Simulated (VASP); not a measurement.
AlN: single point with r2SCAN

Crystal: AlN.

```
CELL_PARAMETERS angstrom
3.15330 0.00000 0.00000
-1.57665 2.73084 0.00000
0.00000 0.00000 4.93615
ATOMIC_POSITIONS crystal
Al 0.66667 0.33333 0.49717
Al 0.33333 0.66667 0.99717
N 0.66667 0.33333 0.88283
N 0.33333 0.66667 0.38283
```

```yaml
Program: VASP 6.6.1
Task: single point
Functional: r2SCAN
Potentials_or_basis: VASP PAW PBE potentials, release 64 (Al, N)
Cutoff: 520 eV
k_mesh: 12 × 12 × 6
Occupations: gaussian, width 0.02 eV
Spin: no spin polarisation
Dipole_correction: no
Further_INCAR_settings: ALGO = Normal; EDIFF = 1e-06; NBANDS = 16
```

The pressure is -5.0 GPa. The largest force is 0.003 eV/Å and the band gap on the k mesh is 4.60 eV, direct.

Forces in eV/Å, atoms in the order of the input:
```
Al   0.000  0.000 -0.003
Al   0.000  0.000 -0.003
N    0.000  0.000  0.003
N    0.000  0.000  0.003
```

Stress tensor (GPa, compression positive):
```
-7.33  0.00  0.00
 0.00 -7.33  0.00
 0.00  0.00 -0.34
```

Levels at points of the mesh, in eV from the valence-band top:
```
           k point  band 6  band 7  band 8  band 9  band 10  band 11
(0.00, 0.00, 0.00)   -0.41   -0.41    0.00    4.60     7.00    11.46
(0.50, 0.00, 0.00)   -2.36   -1.84   -0.84    6.23     6.44     8.71
(0.00, 0.00, 0.50)   -0.78   -0.78   -0.78    6.86     6.86    11.10
(0.50, 0.00, 0.50)   -1.68   -1.42   -1.42    5.86     5.86     9.89
```

Wall time 92 s on 1 thread of Intel(R) Xeon(R) Platinum 8488C (Sapphire Rapids) (shared host), peak memory 0.18 GiB.

Caveat: the PAW data sets were made with another functional, which shifts forces and pressure a little. A k mesh can miss the band edges.
